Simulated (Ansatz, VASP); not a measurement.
**MgZnTe2 in VASP and in Ansatz**

Contents of INCAR:

```
SYSTEM = MgZnTe2
ALGO = Normal ; EDIFF = 1E-7
ENCUT = 520 ; GGA = PE
ISIF = 2 ; ISMEAR = 0
LASPH = .TRUE. ; LCHARG = .FALSE.
LREAL = .FALSE. ; LWAVE = .FALSE.
NBANDS = 21 ; NELM = 100
PREC = Accurate ; SIGMA = 0.01
```

File KPOINTS:

```
k-points
0
G
  6 6 4
  0 0 0
```

The input POSCAR:

```
MgZnTe2
1.0
    4.4327149066      0.0000000000      0.0000000000
    0.0000000000      4.4327149066      0.0000000000
    0.0000000000      0.0000000000      6.3419944418
Mg Te Zn
1 2 1
Direct
    0.0000000000      0.0000000000      0.0000000000
    0.0000000000      0.5000000000      0.2649431998
    0.5000000000      0.0000000000      0.7350568002
    0.5000000000      0.5000000000      0.5000000000
```

Input for Ansatz:

```yaml
crystal:
  lattice:
    - [4.4327149066, 0.0, 0.0]
    - [0.0, 4.4327149066, 0.0]
    - [0.0, 0.0, 6.3419944418]
  atoms:
    - { symbol: Mg, position: [0.0, 0.0, 0.0] }
    - { symbol: Te, position: [0.0, 0.5, 0.2649431998] }
    - { symbol: Zn, position: [0.5, 0.5, 0.5] }
    - { symbol: Te, position: [0.5, 0.0, 0.7350568002] }
kpoints:
  mp_grid: { grid: [6, 6, 4] }
  band_path:
    path:
      - [0.0, 0.0, 0.0]
      - [0.0, 0.5, 0.0]
      - [0.5, 0.5, 0.0]
      - [0.0, 0.0, 0.5]
      - [0.0, 0.5, 0.5]
      - [0.5, 0.5, 0.5]
    npoints: 1
hamiltonian:
  xc: pbe
scf:
  occupations: { method: fixed }
  n_extra_bands: 5
output:
  forces: true
  stress: true
  eigenvalues: true
```

Alike in both runs: task single point; functional PBE; k mesh 6 × 6 × 4; no spin polarisation.

```csv
,VASP,Ansatz
version,VASP 6.6.1,Ansatz 0.2.0
potentials or method,"VASP PAW PBE potentials, release 64 (Mg, Te, Zn)","plane waves, PAW"
plane-wave cutoff (eV),520,420
occupations,"gaussian, width 0.01 eV",fixed
valence electrons in the cell,26,54
```

Ansatz gave:

| Item | Value |
| --- | --- |
| gap on the k mesh at the Fermi level (eV) | 1.57 |
| pressure (GPa) | 1.0 |
| rms of the force components (eV/Å) | 0.019 |

Which values does VASP return?

gap on the k mesh at the Fermi level (eV): 1.57; pressure (GPa): 1.1; rms of the force components (eV/Å): 0.023.

VASP's potentials hold 26 valence electrons a cell and Ansatz's 54, so a difference there can come from the potentials and not from the codes.

Spin-orbit coupling is off throughout.
